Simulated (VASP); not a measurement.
A run of VASP 6.6.1 is set up as follows.

File INCAR:

```
SYSTEM = SiNi3
PREC = Accurate ; ENCUT = 520
EDIFF = 1E-7 ; ISMEAR = 0
SIGMA = 0.1 ; LREAL = .FALSE.
LASPH = .TRUE. ; NELM = 60
ALGO = Fast ; ISIF = 2
LWAVE = .FALSE. ; LCHARG = .FALSE.
GGA = PS ; NBANDS = 25
```

KPOINTS

```
regular mesh
0
G
  16 16 16
  0 0 0
```

Contents of POSCAR:

```
SiNi3
1.0
    3.5650831307      0.0000000000      0.0000000000
    0.0000000000      3.5650831307      0.0000000000
    0.0000000000      0.0000000000      3.5650831307
Si Ni
1 3
Direct
    0.0000000000      0.0000000000      0.0000000000
    0.0000000000      0.5000000000      0.5000000000
    0.5000000000      0.0000000000      0.5000000000
    0.5000000000      0.5000000000      0.0000000000
```

Potentials or basis: VASP PAW PBE potentials, release 64 (Si, Ni).

Launch:

```sh
$ cat potpaw_PBE.64/Si/POTCAR potpaw_PBE.64/Ni/POTCAR > POTCAR
$ mpirun -np 1 vasp_std > vasp.out
```

What does it give for the pressure?

-16.9 GPa.

What does it give for the band gap on the k mesh?

Zero (band 17 reaches 9.80 eV, above the bottom of band 18 at 9.58 eV).

Caveat: the cell differs from its parent crystal (equal strain along all axes, cell held: +3.0 %); the PAW data sets were made with another functional, which shifts forces and pressure a little. Spin polarisation is off, so any magnetic state and its effect on volume and gap are missing.
